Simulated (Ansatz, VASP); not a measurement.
**BAs in VASP and in Ansatz**

The input INCAR:

```
SYSTEM = BAs
ALGO     = Normal         ! electronic algorithm
EDIFF    = 1E-6           ! SCF threshold, eV
ENCUT    = 560            ! plane-wave cutoff, eV
GGA      = CA             ! functional
GGA_COMPAT= .False.      
ISIF     = 2              ! what is computed and relaxed
ISMEAR   = -1             ! smearing method
LASPH    = .True.         ! aspherical terms in the spheres
LCHARG   = .True.         ! write CHGCAR
LELF     = .True.         ! ELF
LREAL    = .False.        ! projectors in reciprocal space
LVHAR    = .True.       
LWAVE    = .False.        ! write WAVECAR
NBANDS   = 16             ! bands
NELM     = 120            ! most SCF steps
PREC     = Accurate       ! precision mode
SIGMA    = 0.05           ! smearing width, eV
```

The input KPOINTS:

```
k-points
0
Gamma
  10 10 10
  0 0 0
```

File POSCAR:

```
BAs
1.0
    0.0000000000      2.3562190158      2.3562190158
    2.3562190158      0.0000000000      2.3562190158
    2.3562190158      2.3562190158      0.0000000000
As B
1 1
Direct
    0.7500000000      0.7500000000      0.7500000000
    0.0000000000      0.0000000000      0.0000000000
```

input.yaml

```yaml
crystal:
  lattice:
    - [0.0, 2.3562190158, 2.3562190158]
    - [2.3562190158, 0.0, 2.3562190158]
    - [2.3562190158, 2.3562190158, 0.0]
  atoms:
    - { symbol: As, position: [0.75, 0.75, 0.75] }
    - { symbol: B, position: [0.0, 0.0, 0.0] }
hamiltonian:
  xc: lda
  pseudopotentials: { kind: paw }
kpoints:
  mp_grid: { grid: [10, 10, 10] }
scf:
  occupations: { method: fermi_dirac, width: 0.05 }
output:
  forces: true
  stress: true
  eigenvalues: true
```

Alike in both runs: task single point; functional LDA; k mesh 10 × 10 × 10; occupations fermi-dirac, width 0.05 eV; no spin polarisation.

|  | VASP | Ansatz |
| --- | --- | --- |
| version | VASP 6.6.1 | Ansatz 0.2.0 |
| potentials or method | VASP PAW LDA potentials, release 64 (As_d, B) | Ansatz PAW |
| plane-wave cutoff (eV) | 560 | 420 |
| valence electrons in the cell | 18 | 18 |

Ansatz gave:

```
gap on the k mesh at the Fermi level (eV) : 1.09
least direct gap on the mesh (eV)         : 3.31
pressure (GPa)                            : 1.9
```

Estimate VASP's values.

gap on the k mesh at the Fermi level (eV): 1.09; least direct gap on the mesh (eV): 3.30; pressure (GPa): 3.0.

LDA's correlation is that of Perdew and Zunger in VASP and of Perdew and Wang (1992) in Ansatz.
